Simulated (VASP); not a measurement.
# TlBr (Pm-3m) in VASP: notebook

Aim: see how the results for TlBr move with the level of theory and the settings. Levels: PBE, r2SCAN, r2SCAN+D4. Tasks: single point.

Everything below comes from runs of VASP 6.6.1. Logs are shortened: lines on timing, memory, paths and dates and some standing lists are left out, and cuts for length are marked.

### Step 1. The cell of the first run

It takes space group Pm-3m (No. 221, cubic). Conventional cell: a = 3.946 Å, b = 3.946 Å, c = 3.946 Å, α = 90.00°, β = 90.00°, γ = 90.00°. Within 4.5 Å of Tl (site symmetry m-3m) lie 8 Br at 3.42 Å and 6 Tl at 3.95 Å. Within 4.5 Å of Br (site symmetry m-3m) lie 8 Tl at 3.42 Å and 6 Br at 3.95 Å.

### Step 2. Single point, PBE

Input file INCAR:

```
ALGO = Normal
EDIFF = 1E-6
ENCUT = 500
GGA = PE
GGA_COMPAT = False
ISIF = 2
ISMEAR = 0
LASPH = True
LCHARG = False
LREAL = False
LWAVE = False
NBANDS = 17
NELM = 120
PREC = Accurate
SIGMA = 0.01
```

Input file KPOINTS:

```
k-points
0
Gamma
  2 2 2
```

Input file POSCAR:

```
TlBr
1.0
    3.9461933165      0.0000000000      0.0000000000
    0.0000000000      3.9461933165      0.0000000000
    0.0000000000      0.0000000000      3.9461933165
Tl Br
1 1
Direct
    0.0000000000      0.0000000000      0.0000000000
    0.5000000000      0.5000000000      0.5000000000
```

Potentials or basis: VASP PAW PBE potentials, release 64 (Tl_d, Br).

Command:

```bash
$ cat potpaw_PBE.64/Tl_d/POTCAR potpaw_PBE.64/Br/POTCAR > POTCAR
$ mpirun -np 1 vasp_std > vasp.out
```

OUTCAR:

```text
EDIFF = 1E-6
   ENCUT = 500
   GGA = PE
   ISIF = 2
   ISMEAR = 0
   LASPH = True
   LREAL = False
   NELM = 120
   PREC = Accurate

 ion  position               nearest neighbor table
   1  0.000  0.000  0.000-   2 3.42   2 3.42   2 3.42   2 3.42   2 3.42   2 3.42   2 3.42   2 3.42

   2  0.500  0.500  0.500-   1 3.42   1 3.42   1 3.42   1 3.42   1 3.42   1 3.42   1 3.42   1 3.42

  LATTYP: Found a simple cubic cell.
 ALAT       =     3.9461933165

  Lattice vectors:

 A1 = (   3.9461933165,   0.0000000000,   0.0000000000)
 A2 = (   0.0000000000,   3.9461933165,   0.0000000000)
 A3 = (   0.0000000000,   0.0000000000,   3.9461933165)

Analysis of symmetry for initial positions (statically):
=====================================================================
 Subroutine PRICEL returns:
 Original cell was already a primitive cell.

 Routine SETGRP: Setting up the symmetry group for a
 simple cubic supercell.

 Subroutine GETGRP returns: Found 48 space group operations
 (whereof 48 operations were pure point group operations)
 out of a pool of 48 trial point group operations.

The static configuration has the point symmetry O_h .

Analysis of symmetry for dynamics (positions and initial velocities):
=====================================================================
 Subroutine PRICEL returns:
 Original cell was already a primitive cell.

 Routine SETGRP: Setting up the symmetry group for a
 simple cubic supercell.

 Subroutine GETGRP returns: Found 48 space group operations
 (whereof 48 operations were pure point group operations)
 out of a pool of 48 trial point group operations.

The dynamic configuration has the point symmetry O_h .

 Subroutine INISYM returns: Found 48 space group operations
 (whereof 48 operations are pure point group operations),
 and found     1 'primitive' translations

----------------------------------------------------------------------------------------

                                     Primitive cell

  volume of cell :      61.4519

  direct lattice vectors                    reciprocal lattice vectors
     3.946193317  0.000000000  0.000000000     0.253408771  0.000000000  0.000000000
     0.000000000  3.946193317  0.000000000     0.000000000  0.253408771  0.000000000
     0.000000000  0.000000000  3.946193317     0.000000000  0.000000000  0.253408771

  length of vectors
     3.946193317  3.946193317  3.946193317     0.253408771  0.253408771  0.253408771

  position of ions in fractional coordinates (direct lattice)
     0.000000000  0.000000000  0.000000000
     0.500000000  0.500000000  0.500000000

  ion indices of the primitive-cell ions
   primitive index   ion index
                 1           1
                 2           2

----------------------------------------------------------------------------------------

 KPOINTS: k-points

Automatic generation of k-mesh.
 Grid dimensions read from file:
 generate k-points for:    2    2    2

 Generating k-lattice:

  Cartesian coordinates                     Fractional coordinates (reciprocal lattice)
     0.126704386  0.000000000  0.000000000     0.500000000  0.000000000  0.000000000
     0.000000000  0.126704386  0.000000000     0.000000000  0.500000000  0.000000000
     0.000000000  0.000000000  0.126704386     0.000000000  0.000000000  0.500000000

  Length of vectors
     0.126704386  0.126704386  0.126704386

  Shift w.r.t. Gamma in fractional coordinates (k-lattice)
     0.000000000  0.000000000  0.000000000

 Subroutine IBZKPT returns following result:
 ===========================================

 Found      4 irreducible k-points:

 Following reciprocal coordinates:
            Coordinates               Weight
  0.000000  0.000000  0.000000      1.000000
  0.500000  0.000000  0.000000      3.000000
  0.500000  0.500000  0.000000      3.000000
  0.500000  0.500000  0.500000      1.000000
   k-points           NKPTS =      4   k-points in BZ     NKDIM =      4   number of bands    NBANDS=     17
   number of dos      NEDOS =    301   number of ions     NIONS =      2
   total plane-waves  NPLWV =  27000
   dimension x,y,z NGX =    30 NGY =   30 NGZ =   30
   dimension x,y,z NGXF=    60 NGYF=   60 NGZF=   60
   ions per type =               1   1
   NGX,Y,Z   is equivalent  to a cutoff of  12.64, 12.64, 12.64 a.u.
   NGXF,Y,Z  is equivalent  to a cutoff of  25.28, 25.28, 25.28 a.u.
 SYSTEM =  unknown system
   PREC   = accura    normal or accurate (medium, high low for compatibility)
   ISTART =      0    job   : 0-new  1-cont  2-samecut
   ICHARG =      2    charge: 1-file 2-atom 10-const
   ISPIN  =      1    spin polarized calculation?
   LNONCOLLINEAR =      F non collinear calculations
   LSORBIT =      F    spin-orbit coupling
   LASPH  =      T    aspherical Exc in radial PAW
   ENCUT  =  500.0 eV  36.75 Ry    6.06 a.u.   7.19  7.19  7.19*2*pi/ulx,y,z
   NELM   =    120;   NELMIN=  2; NELMDL= -5     # of ELM steps
   EDIFF  = 0.1E-05   stopping-criterion for ELM
   LREAL  =      F    real-space projection
   EDIFFG = 0.1E-04   stopping-criterion for IOM
   NSW    =      0    number of steps for IOM
   IBRION =     -1    ionic relax: 0-MD 1-quasi-New 2-CG
   NFREE  =      0    steps in history (QN), initial steepest desc. (CG)
   ISIF   =      2    stress and relaxation
   ISYM   =      2    0-nonsym 1-usesym 2-fastsym
   POTIM  = 0.5000    time-step for ionic-motion
   TEBEG  =    0.0;   TEEND  =   0.0 temperature during run
   PSTRESS=    0.0 pullay stress
   NELECT =      20.0000    total number of electrons
   NUPDOWN=      -1.0000    fix difference up-down
   EMIN   =  10.00;   EMAX   =-10.00  energy-range for DOS
   EFERMI =   0.00;   METHOD = LEGACY
   ISMEAR =     0;   SIGMA  =   0.01  broadening in eV -4-tet -1-fermi 0-gaus
   EFERMI_NEDOS =   21; number of points for ismear=-14 and -15
   IALGO  =     38    algorithm
   IMIX   =      4    mixing-type and parameters
     AMIX     =   0.40;   BMIX     =  1.00
     AMIX_MAG =   1.60;   BMIX_MAG =  1.00
  volume/ion in A,a.u.               =      30.73       207.35
  Fermi-wavevector in a.u.,A,eV,Ry     =   1.126090  2.128002 17.253261  1.268079
  Thomas-Fermi vector in A             =   2.262770
   LORBIT       =      0    0 simple, 1 ext, 2 COOP (PROOUT), +10 PAW based schemes
   GGA     = PE    functional components
   LHFCALC =     F    Hartree Fock is set to
   AEXX    =    0.0000 exact exchange contribution
   IVDW    =     0    specifies the selected vdW correction
   LEPSILON=     F    determine dielectric tensor
   LRPA    =     F    only Hartree local field effects (RPA)
 non-spin polarized calculation
 Gauss-broadening in eV      SIGMA  =   0.01
  energy-cutoff  :      500.00
  volume of cell :       61.45
 maximum number of plane-waves:      1596
 NGX is ok and might be reduce to    30
   NGX = 15   NGY = 15   NGZ = 15

 number of electron      20.0000001 magnetization

 Free energy of the ion-electron system (eV)
  ---------------------------------------------------
  ext. energy  EPLUGINS =         0.00000000
  ---------------------------------------------------
  free energy    TOTEN  =        -4.99014824 eV

  energy without entropy =       -4.99014824  energy(sigma->0) =       -4.99014824

 E-fermi :   2.9494     XC(G=0):  -9.0276

 val. band max:        2.8349109554   @ k =   0.5000   0.0000   0.0000
 cond. band min:       4.4925599547   @ k =   0.5000   0.0000   0.0000
 fundamental gap:      1.6576489993
 Fermi energy:         2.9494042232

 k-point     1 :       0.0000    0.0000    0.0000
  band No.  band energies     occupation
      1     -10.9171      2.00000
      2      -7.5675      2.00000
      3      -7.5675      2.00000
      4      -7.3750      2.00000
      5      -7.3750      2.00000
      6      -7.3750      2.00000
      7      -2.0648      2.00000
      8       1.4825      2.00000
      9       1.4825      2.00000
     10       1.4825      2.00000
     11       9.7025      0.00000
     12       9.7025      0.00000
     13       9.9942      0.00000
     14       9.9942      0.00000
     15       9.9942      0.00000
     16      14.1550      0.00000
     17      16.2586      0.00000

 k-point     2 :       0.5000    0.0000    0.0000
  band No.  band energies     occupation
      1     -10.6429      2.00000
      2      -7.5563      2.00000
      3      -7.4400      2.00000
      4      -7.4400      2.00000
      5      -7.4319      2.00000
      6      -7.3691      2.00000
      7      -3.0118      2.00000
      8       2.0392      2.00000
      9       2.0392      2.00000
     10       2.8349      2.00000
     11       4.4926      0.00000
     12       8.4129      0.00000
     13       8.4129      0.00000
     14      10.6985      0.00000
     15      13.1372      0.00000
     16      16.1657      0.00000
     17      16.3201      0.00000

 k-point     3 :       0.5000    0.5000    0.0000
  band No.  band energies     occupation
      1     -10.5253      2.00000
      2      -7.4897      2.00000
      3      -7.4218      2.00000
      4      -7.4218      2.00000
      5      -7.3632      2.00000
      6      -7.3217      2.00000
      7      -1.1969      2.00000
      8      -0.2642      2.00000
      9      -0.2642      2.00000
     10       2.1275      2.00000
     11       7.6325      0.00000
     12       7.6325      0.00000
     13      10.0765      0.00000
     14      10.4671      0.00000
     15      13.1438      0.00000
     16      13.2601      0.00000
     17      13.2601      0.00000

 k-point     4 :       0.5000    0.5000    0.5000
  band No.  band energies     occupation
      1     -10.3050      2.00000
      2      -7.5205      2.00000
      3      -7.5205      2.00000
      4      -7.5205      2.00000
      5      -7.3184      2.00000
      6      -7.3184      2.00000
      7      -0.1588      2.00000
      8       0.8480      2.00000
      9       0.8480      2.00000
     10       0.8480      2.00000
     11       4.7019      0.00000
     12       4.7019      0.00000
     13       4.7019      0.00000
     14      15.8065      0.00000
     15      15.8065      0.00000
     16      15.8065      0.00000
     17      19.1893      0.00000

------------------------ aborting loop because EDIFF is reached ----------------------------------------

  FORCE on cell =-STRESS in cart. coord.  units (eV):
  Direction    XX          YY          ZZ          XY          YZ          ZX
  --------------------------------------------------------------------------------------
  -------------------------------------------------------------------------------------
  Total        2.1676696      2.1676696      2.1676696      0.0000000      0.0000000     -0.0000000
  in kB       56.5156330     56.5156330     56.5156330      0.0000000      0.0000000     -0.0000000
  external PRESSURE =      56.5156330 kB  Pullay stress =       0.0000000 kB

 VOLUME and BASIS-vectors are now :
 -----------------------------------------------------------------------------
  energy-cutoff  :      500.00
  volume of cell :       61.45
      direct lattice vectors                 reciprocal lattice vectors
     3.946193317  0.000000000  0.000000000     0.253408771  0.000000000  0.000000000
     0.000000000  3.946193317  0.000000000     0.000000000  0.253408771  0.000000000
     0.000000000  0.000000000  3.946193317     0.000000000  0.000000000  0.253408771

 POSITION                                       TOTAL-FORCE (eV/Angst)
 -----------------------------------------------------------------------------------
      0.00000      0.00000      0.00000         0.000000      0.000000      0.000000
      1.97310      1.97310      1.97310         0.000000      0.000000      0.000000
 -----------------------------------------------------------------------------------
    total drift:                                0.000000     -0.000000     -0.000000

  FREE ENERGIE OF THE ION-ELECTRON SYSTEM (eV)
  ---------------------------------------------------
  free  energy   TOTEN  =        -4.9901482391 eV

  energy  without entropy=       -4.9901482391  energy(sigma->0) =       -4.99014824
```

Run time: 6.5 s. Hardware: 1 thread of AMD EPYC 7R43 (Zen 3), shared host; peak memory 0.13 GiB.

What came out:

* Free energy: -4.9901 eV
* Pressure: 5.7 GPa
* Band gap on the k mesh: 1.66 eV

Levels at points of the mesh, in eV from the valence-band top:
```
           k point  band 6  band 7  band 8  band 9  band 10  band 11  band 12  band 13  band 14  band 15
(0.00, 0.00, 0.00)  -10.21   -4.90   -1.35   -1.35    -1.35     6.87     6.87     7.16     7.16     7.16
(0.50, 0.00, 0.00)  -10.20   -5.85   -0.80   -0.80     0.00     1.66     5.58     5.58     7.86    10.30
(0.50, 0.50, 0.00)  -10.16   -4.03   -3.10   -3.10    -0.71     4.80     4.80     7.24     7.63    10.31
(0.50, 0.50, 0.50)  -10.15   -2.99   -1.99   -1.99    -1.99     1.87     1.87     1.87    12.97    12.97
```

Caveat: the k points lie up to 0.80 Å⁻¹ apart; spin-orbit coupling is left out, which moves the levels of the heavy elements. A k mesh can miss the band edges.

### Step 3. Single point, r2SCAN

POSCAR is that of step 2.

Input file INCAR.step1:

```
PREC     = Accurate       # precision mode
ENCUT    = 550            # plane-wave cutoff, eV
ISMEAR   = 0              # smearing method
SIGMA    = 0.01           # smearing width, eV
LREAL    = F              # projectors in reciprocal space
LASPH    = T              # aspherical terms in the spheres
NELM     = 120            # most SCF steps
NBANDS   = 17             # bands
GGA      = PE             # functional
ALGO     = Normal         # electronic algorithm
EDIFF    = 1E-5           # SCF threshold, eV
LWAVE    = T              # write WAVECAR
LCHARG   = F              # write CHGCAR
GGA_COMPAT= F
```

Input file INCAR.step2:

```
PREC     = Accurate       # precision mode
ENCUT    = 550            # plane-wave cutoff, eV
EDIFF    = 1E-6           # SCF threshold, eV
ISMEAR   = 0              # smearing method
SIGMA    = 0.01           # smearing width, eV
LREAL    = F              # projectors in reciprocal space
LASPH    = T              # aspherical terms in the spheres
NELM     = 120            # most SCF steps
ALGO     = Normal         # electronic algorithm
ISIF     = 2              # what is computed and relaxed
LWAVE    = F              # write WAVECAR
LCHARG   = F              # write CHGCAR
METAGGA  = R2SCAN         # meta-GGA
LMIXTAU  = T            
NBANDS   = 17             # bands
ISTART   = 1            
GGA_COMPAT= F
```

Input file KPOINTS:

```
regular mesh
0
Gamma
  2 2 2
```

Potentials or basis: VASP PAW PBE potentials, release 64 (Tl_d, Br).

Command:

```bash
$ cat potpaw_PBE.64/Tl_d/POTCAR potpaw_PBE.64/Br/POTCAR > POTCAR
$ cp INCAR.step1 INCAR
$ mpirun -np 1 vasp_std > vasp.out
$ cp INCAR.step2 INCAR
$ mpirun -np 1 vasp_std > vasp.out
```

Run time: 28 s. Hardware: 1 thread of AMD EPYC 7R43 (Zen 3), shared host; peak memory 0.14 GiB.

Results (log left out):

| Property | Result |
| --- | --- |
| Free energy | -67.8937 eV |
| Pressure | 4.4 GPa |
| Band gap on the k mesh | 2.11 eV |

Levels at points of the mesh, in eV from the valence-band top:
```tsv
k point	band 7	band 8	band 9	band 10	band 11	band 12	band 13	band 14
(0.00, 0.00, 0.00)	-4.82	-1.41	-1.41	-1.41	7.40	7.40	7.69	7.69
(0.50, 0.00, 0.00)	-5.88	-0.87	-0.87	0.00	2.11	6.07	6.07	8.43
(0.50, 0.50, 0.00)	-3.97	-3.15	-3.15	-0.78	5.20	5.20	7.78	8.28
(0.50, 0.50, 0.50)	-2.93	-2.07	-2.07	-2.07	2.26	2.26	2.26	13.87
```

Caveat: the k points lie up to 0.80 Å⁻¹ apart; the PAW data sets were made with another functional, which shifts forces and pressure a little; spin-orbit coupling is left out, which moves the levels of the heavy elements. r2SCAN opens gaps a little over a GGA but as a rule still falls short of measured ones.

(Part 1 of 2 ends here.)
